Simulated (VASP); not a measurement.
# W3C in VASP: notebook

The runs below take W3C through relaxation of the atoms, with PBE.

Program: VASP 6.6.1. These are calculated values, not measurements. Logs are shortened: lines on timing, memory, paths and dates and some standing lists are left out, and cuts for length are marked.

## (1) The cell of the first run

The cell holds a slab with vacuum, 4 atoms: a = 2.757 Å, b = 2.757 Å, c = 19.856 Å, α = 90.00°, β = 90.00°, γ = 109.47°.

## (2) Relaxation of the atoms, PBE

File INCAR:

```
ALGO = Normal ; DIPOL = 0.5 0.5 0.355
EDIFF = 1E-7 ; EDIFFG = -0.025
ENCUT = 520 ; GGA = PE
IBRION = 2 ; IDIPOL = 3
ISIF = 2 ; ISMEAR = 0
LASPH = T ; LCHARG = F
LDIPOL = T ; LREAL = F
LWAVE = F ; NELM = 100
NSW = 36 ; PREC = Accurate
SIGMA = 0.1
```

File KPOINTS:

```
k-points
0
Gamma
  10 10 1
```

File POSCAR:

```
W3C
1.0
    2.7571643597      0.0000000000      0.0000000000
   -0.9190547866      2.5994794874      0.0000000000
    0.0000000000      0.0000000000     19.8562161029
W C
3 1
Selective dynamics
Direct
    0.5000000000      0.5000000000      0.2014482507  F F F
    0.0000000000      0.0000000000      0.3111437107  F F F
    0.5000000000      0.5000000000      0.4208362792  F F F
    1.0000000000      1.0000000000      0.4852997194  F F T
```

Potentials or basis: VASP PAW PBE potentials, release 64 (W_sv, C).

Command:

```console
> cat potpaw_PBE.64/W_sv/POTCAR potpaw_PBE.64/C/POTCAR > POTCAR
> mpirun -np 1 vasp_std > vasp.out
```

OUTCAR:

```text
EDIFF = 1E-7
   EDIFFG = -0.025
   ENCUT = 520
   GGA = PE
   IBRION = 2
   ISIF = 2
   ISMEAR = 0
   LASPH = T
   LREAL = F
   NELM = 100
   NSW = 36
   PREC = Accurate

 ion  position               nearest neighbor table
   1  0.500  0.500  0.201-   2 2.70   2 2.70   2 3.13   2 3.13
   2  0.000  0.000  0.311-   3 2.70   3 2.70   1 2.70   1 2.70   3 3.13   3 3.13   1 3.13   1 3.13

   3  0.500  0.500  0.421-   4 2.04   4 2.04   4 2.59   4 2.59   2 2.70   2 2.70   2 3.13   2 3.13

   4  0.000  0.000  0.485-   3 2.04   3 2.04   3 2.59   3 2.59

  LATTYP: Found a base centered orthorhombic cell.
 ALAT       =     3.1836991705
 B/A-ratio  =     1.4142135624
 C/A-ratio  =     6.2368380427

  Lattice vectors:

 A1 = (   2.7571643597,   0.0000000000,   0.0000000000)
 A2 = (  -0.9190547866,   2.5994794874,   0.0000000000)
 A3 = (   0.0000000000,   0.0000000000,  19.8562161029)

Analysis of symmetry for initial positions (statically):
=====================================================================
 Subroutine PRICEL returns:
 Original cell was already a primitive cell.

 Routine SETGRP: Setting up the symmetry group for a
 base centered orthorhombic supercell.

 Subroutine GETGRP returns: Found  4 space group operations
 (whereof  4 operations were pure point group operations)
 out of a pool of  8 trial point group operations.

The static configuration has the point symmetry C_2v.

Analysis of symmetry for dynamics (positions and initial velocities):
=====================================================================
 Subroutine PRICEL returns:
 Original cell was already a primitive cell.

 Routine SETGRP: Setting up the symmetry group for a
 base centered orthorhombic supercell.

 Subroutine GETGRP returns: Found  4 space group operations
 (whereof  4 operations were pure point group operations)
 out of a pool of  8 trial point group operations.

The dynamic configuration has the point symmetry C_2v.

Analysis of constrained symmetry for selective dynamics:
=====================================================================
 Subroutine PRICEL returns:
 Original cell was already a primitive cell.

 Routine SETGRP: Setting up the symmetry group for a
 base centered orthorhombic supercell.

 Subroutine GETGRP returns: Found  4 space group operations
[... 120 lines left out ...]
   EMIN   =  10.00;   EMAX   =-10.00  energy-range for DOS
   EFERMI =   0.00;   METHOD = LEGACY
   ISMEAR =     0;   SIGMA  =   0.10  broadening in eV -4-tet -1-fermi 0-gaus
   EFERMI_NEDOS =   21; number of points for ismear=-14 and -15
   IALGO  =     38    algorithm
   IMIX   =      4    mixing-type and parameters
     AMIX     =   0.40;   BMIX     =  1.00
     AMIX_MAG =   1.60;   BMIX_MAG =  1.00
  volume/ion in A,a.u.               =      35.58       240.09
  Fermi-wavevector in a.u.,A,eV,Ry     =   1.123515  2.123136 17.174447  1.262286
  Thomas-Fermi vector in A             =   2.260182
   LORBIT       =      0    0 simple, 1 ext, 2 COOP (PROOUT), +10 PAW based schemes
   GGA     = PE    functional components
   LHFCALC =     F    Hartree Fock is set to
   AEXX    =    0.0000 exact exchange contribution
   IVDW    =     0    specifies the selected vdW correction
   LEPSILON=     F    determine dielectric tensor
   LRPA    =     F    only Hartree local field effects (RPA)
 conjugate gradient relaxation of ions
 non-spin polarized calculation
 Gauss-broadening in eV      SIGMA  =   0.10
  energy-cutoff  :      520.00
  volume of cell :      142.31
 maximum number of plane-waves:      3862
 NGX is ok and might be reduce to    24
   NGX = 11   NGY = 11   NGZ = 73

 dipolmoment           0.000000      0.000000     -0.096429 electrons x Angstroem

--------------------------------------- Ionic step        1  -------------------------------------------

 number of electron      45.9999999 magnetization

 Free energy of the ion-electron system (eV)
  ---------------------------------------------------
  ext. energy  EPLUGINS =         0.00000000
  ---------------------------------------------------
  free energy    TOTEN  =       -43.33060474 eV

  energy without entropy =      -43.31251202  energy(sigma->0) =      -43.32155838

------------------------ aborting loop because EDIFF is reached ----------------------------------------

  FORCE on cell =-STRESS in cart. coord.  units (eV):
  Direction    XX          YY          ZZ          XY          YZ          ZX
  --------------------------------------------------------------------------------------
  -------------------------------------------------------------------------------------
  Total        0.9006378      0.2415994      2.1860582     -0.9320209      0.0000000      0.0000000
  in kB       10.1394685      2.7199503     24.6108586    -10.4927833      0.0000000      0.0000000
  external PRESSURE =      12.4900925 kB  Pullay stress =       0.0000000 kB
[... 63 lines left out ...]
--------------------------------------- Ionic step        3  -------------------------------------------

 number of electron      45.9999999 magnetization

 dipolmoment           0.000000      0.000000      0.074067 electrons x Angstroem

 Free energy of the ion-electron system (eV)
  ---------------------------------------------------
  ext. energy  EPLUGINS =         0.00000000
  ---------------------------------------------------
  free energy    TOTEN  =       -43.35513743 eV

  energy without entropy =      -43.33448320  energy(sigma->0) =      -43.34481031

 E-fermi :   0.5592     XC(G=0):  -6.0434

 val. band max:        0.5569036763   @ k =   0.3000   0.1000   0.0000
 cond. band min:       0.5774269433   @ k =  -0.3000   0.2000   0.0000
 fundamental gap:      0.0205232671
 Fermi energy:         0.5591682363

 k-point     1 :       0.0000    0.0000    0.0000
  band No.  band energies     occupation
      1     -73.6873      2.00000
      2     -73.6071      2.00000
      3     -73.4692      2.00000
      4     -38.4416      2.00000
      5     -37.9492      2.00000
      6     -37.7091      2.00000
[... 709 lines left out ...]
     26       2.9351      0.00000
     27       3.0197      0.00000

 [... further k-points ...]

------------------------ aborting loop because EDIFF is reached ----------------------------------------

 vacuum level on the upper side and lower side of the slab       (xc-potential included)         0.790        -1.068

  FORCE on cell =-STRESS in cart. coord.  units (eV):
  Direction    XX          YY          ZZ          XY          YZ          ZX
  --------------------------------------------------------------------------------------
  -------------------------------------------------------------------------------------
  Total        1.8385796      1.6646425      3.3940478     -0.2459843      0.0000000      0.0000000
  in kB       20.6989106     18.7407089     38.2105243     -2.7693155      0.0000000      0.0000000
  external PRESSURE =      25.8833812 kB  Pullay stress =       0.0000000 kB
[... 19 lines left out ...]
  FREE ENERGIE OF THE ION-ELECTRON SYSTEM (eV)
  ---------------------------------------------------
  free  energy   TOTEN  =       -43.3551374288 eV

  energy  without entropy=      -43.3344831967  energy(sigma->0) =      -43.34481031

 reached required accuracy - stopping structural energy minimisation

 vacuum level on the upper side and lower side of the slab         7.215         5.301
```

It took 24 min on 1 thread of Intel Xeon 8259CL, shared host; peak memory 0.32 GiB.

What came out:

* Free energy: -43.3551 eV
* Energy gained by relaxing: 6.1 meV/atom
* Ionic steps: 3
* Band gap on the k mesh: zero (bands 23 and 24 overlap by 1.55 eV)

Step by step:
| step | energy change (eV) | largest force on free atoms (eV/Å) | pressure (GPa) |
| --- | --- | --- | --- |
| 1 | 0.0000 | 0.6546 | 1.25 |
| 2 | -0.0163 | 0.3793 | 1.79 |
| 3 | -0.0245 | 0.0031 | 2.59 |

Final structure:
```cif
data_structure
_symmetry_space_group_name_H-M 'P 1'
_symmetry_Int_Tables_number 1
_cell_length_a 2.7572
_cell_length_b 2.7572
_cell_length_c 19.8562
_cell_angle_alpha 90.000
_cell_angle_beta 90.000
_cell_angle_gamma 109.471
_cell_volume 142.31
loop_
_atom_site_label
_atom_site_type_symbol
_atom_site_fract_x
_atom_site_fract_y
_atom_site_fract_z
_atom_site_occupancy
W1 W 0.50000 0.50000 0.20145 1
W2 W 0.00000 0.00000 0.31114 1
W3 W 0.50000 0.50000 0.42084 1
C1 C 0.00000 0.00000 0.48152 1
```

Levels at points of the mesh, in eV from the Fermi level:
```
           k point  band 21  band 22  band 23  band 24  band 25  band 26
(0.00, 0.00, 0.00)    -1.48    -1.24    -0.41     0.11     0.21     1.65
(0.50, 0.00, 0.00)    -1.28    -0.19     0.59     1.18     1.52     1.86
(0.50, 0.50, 0.00)    -2.04     0.58     1.04     1.27     1.56     3.46
```

Caveat: spin-orbit coupling is left out, which moves the levels of the heavy elements.

## (3) Relaxation of the atoms, PBE

File INCAR:

```
SYSTEM = W3C
PREC = Accurate
ENCUT = 520
EDIFF = 1E-7
ISMEAR = 0
SIGMA = 0.1
LREAL = .False.
LASPH = .True.
NELM = 60
ALGO = Normal
ISIF = 2
LWAVE = .False.
LCHARG = .False.
LDIPOL = .True.
IDIPOL = 3
DIPOL = 0.5 0.5 0.369
GGA = PE
IBRION = 2
NSW = 36
EDIFFG = -0.025
```

File KPOINTS:

```
Automatic mesh
0
Gamma
  10 10 1
  0 0 0
```

POSCAR: that of step 2 with these lines changed.

```diff
@@ -12,2 +12,2 @@
     0.5000000000      0.5000000000      0.4208362792  F F F
-    1.0000000000      1.0000000000      0.4852997194  F F T
+    0.5000000000      0.5000000000      0.5406979883  F F T
```

Potentials or basis: VASP PAW PBE potentials, release 64 (W_sv, C).

Command:

```console
> cat potpaw_PBE.64/W_sv/POTCAR potpaw_PBE.64/C/POTCAR > POTCAR
> mpirun -np 1 vasp_std > vasp.out
```

OUTCAR:

```text
SYSTEM = W3C
   PREC = Accurate
   ENCUT = 520
   EDIFF = 1E-7
   ISMEAR = 0
   LREAL = .False.
   LASPH = .True.
   NELM = 60
   ISIF = 2
   GGA = PE
   IBRION = 2
   NSW = 36
   EDIFFG = -0.025

 ion  position               nearest neighbor table
   1  0.500  0.500  0.201-   2 2.70   2 2.70   2 3.13   2 3.13
   2  0.000  0.000  0.311-   3 2.70   3 2.70   1 2.70   1 2.70   3 3.13   3 3.13   1 3.13   1 3.13

   3  0.500  0.500  0.421-   4 2.38   2 2.70   2 2.70   2 3.13   2 3.13
   4  0.500  0.500  0.541-   3 2.38

  LATTYP: Found a base centered orthorhombic cell.
 ALAT       =     3.1836991705
 B/A-ratio  =     1.4142135624
 C/A-ratio  =     6.2368380427

  Lattice vectors:

 A1 = (   2.7571643597,   0.0000000000,   0.0000000000)
 A2 = (  -0.9190547866,   2.5994794874,   0.0000000000)
 A3 = (   0.0000000000,   0.0000000000,  19.8562161029)

Analysis of symmetry for initial positions (statically):
=====================================================================
 Subroutine PRICEL returns:
 Original cell was already a primitive cell.

 Routine SETGRP: Setting up the symmetry group for a
 base centered orthorhombic supercell.
[... 300 lines left out ...]

--------------------------------------- Ionic step        4  -------------------------------------------

 number of electron      45.9999998 magnetization

------------------------ aborting loop because EDIFF is reached ----------------------------------------
[... 147 lines left out ...]
--------------------------------------- Ionic step        8  -------------------------------------------

 number of electron      45.9999999 magnetization

 dipolmoment           0.000000      0.000000      0.105103 electrons x Angstroem

 Free energy of the ion-electron system (eV)
  ---------------------------------------------------
  ext. energy  EPLUGINS =         0.00000000
  ---------------------------------------------------
  free energy    TOTEN  =       -41.40211721 eV

  energy without entropy =      -41.38846290  energy(sigma->0) =      -41.39529005

 E-fermi :   0.5140     XC(G=0):  -6.2881

 val. band max:        0.4847741932   @ k =  -0.4000   0.2000   0.0000
 cond. band min:       0.5436987540   @ k =   0.4000  -0.0000   0.0000
 fundamental gap:      0.0589245609
 Fermi energy:         0.5140334859

 k-point     1 :       0.0000    0.0000    0.0000
  band No.  band energies     occupation
      1     -73.6852      2.00000
      2     -73.4937      2.00000
      3     -73.3553      2.00000
      4     -38.3748      2.00000
      5     -37.8025      2.00000
      6     -37.6505      2.00000
[... 709 lines left out ...]
     26       1.9374      0.00000
     27       2.7260      0.00000

 [... further k-points ...]

------------------------ aborting loop because EDIFF is reached ----------------------------------------

 vacuum level on the upper side and lower side of the slab       (xc-potential included)         1.173        -1.476

  FORCE on cell =-STRESS in cart. coord.  units (eV):
  Direction    XX          YY          ZZ          XY          YZ          ZX
  --------------------------------------------------------------------------------------
  -------------------------------------------------------------------------------------
  Total       -1.1314511     -1.4009907      1.5585132     -0.3811866      0.0000000      0.0000000
  in kB      -12.7379873    -15.7724912     17.5458945     -4.2914366      0.0000000      0.0000000
  external PRESSURE =      -3.6548613 kB  Pullay stress =       0.0000000 kB
[... 19 lines left out ...]
  FREE ENERGIE OF THE ION-ELECTRON SYSTEM (eV)
  ---------------------------------------------------
  free  energy   TOTEN  =       -41.4021172092 eV

  energy  without entropy=      -41.3884628967  energy(sigma->0) =      -41.39529005

 reached required accuracy - stopping structural energy minimisation

 vacuum level on the upper side and lower side of the slab         7.682         4.953
```

OSZICAR:

```text
N       E                     dE             d eps       ncg     rms          rms(c)
DAV:   1     0.503276663920E+03    0.50328E+03   -0.28965E+04  2026   0.164E+03
DAV:   2    -0.210545476868E+02   -0.52433E+03   -0.51772E+03  1970   0.479E+02
DAV:   3    -0.420618971679E+02   -0.21007E+02   -0.20118E+02  2098   0.931E+01
[... 165 lines left out ...]
DAV:   3    -0.414021324959E+02    0.25229E-02   -0.14911E-02  2473   0.726E-01    0.580E-02
DAV:   4    -0.414021566805E+02   -0.24185E-04   -0.82781E-04  2265   0.261E-01    0.441E-02
DAV:   5    -0.414021165899E+02    0.40091E-04   -0.22935E-04  2128   0.123E-01    0.114E-02
DAV:   6    -0.414021171317E+02   -0.54179E-06   -0.13515E-05  2202   0.274E-02    0.516E-03
DAV:   7    -0.414021171818E+02   -0.50092E-07   -0.17479E-06  2243   0.153E-02    0.207E-03
DAV:   8    -0.414021172092E+02   -0.27364E-07   -0.69735E-07  1967   0.850E-03
   8 F= -.41402117E+02 E0= -.41395290E+02  d E =-.771332E-04
```

CONTCAR:

```text
W3C
   1.00000000000000
     2.7571643597000000    0.0000000000000000    0.0000000000000000
    -0.9190547866000000    2.5994794874000000    0.0000000000000000
     0.0000000000000000    0.0000000000000000   19.8562161028999995
  W               C
     3     1
Selective dynamics
Direct
     0.5000000000000000    0.5000000000000000    0.2014482506999968   F   F   F
     0.0000000000000000    0.0000000000000000    0.3111437107000015   F   F   F
     0.5000000000000000    0.5000000000000000    0.4208362792000031   F   F   F
     0.5000000000000000    0.5000000000000000    0.5192671660163606   F   F   T

  0.00000000E+00  0.00000000E+00  0.00000000E+00
  0.00000000E+00  0.00000000E+00  0.00000000E+00
  0.00000000E+00  0.00000000E+00  0.00000000E+00
  0.00000000E+00  0.00000000E+00  0.00000000E+00
```

It took 15 min on 1 thread of Intel Xeon Platinum 8488C (Sapphire Rapids), shared host; peak memory 0.34 GiB.

Results:

- Free energy: -41.4021 eV
- Energy gained by relaxing: 215.6 meV/atom
- Ionic steps: 8
- Band gap on the k mesh: zero (bands 23 and 24 overlap by 1.80 eV)

The path:
```csv
step,energy change (eV),largest force on free atoms (eV/Å),pressure (GPa)
1,0.0000,2.8732,-4.85
2,-0.3892,2.6620,-3.95
3,-0.7003,2.7167,2.31
4,-0.8124,1.1587,-1.67
5,-0.8548,0.5301,0.19
6,-0.8623,0.0888,-0.45
7,-0.8624,0.0525,-0.30
8,-0.8625,0.0082,-0.37
```

Final structure:
```
W C
1.0
     2.75716    0.00000    0.00000
    -0.91905    2.59948    0.00000
     0.00000    0.00000   19.85622
W C
3 1
Direct
  0.50000 0.50000 0.20145
  0.00000 0.00000 0.31114
  0.50000 0.50000 0.42084
  0.50000 0.50000 0.51927
```

Caveat: spin-orbit coupling is left out, which moves the levels of the heavy elements.

The gap in the log of VASP goes by the Fermi energy; the results here count the filled bands.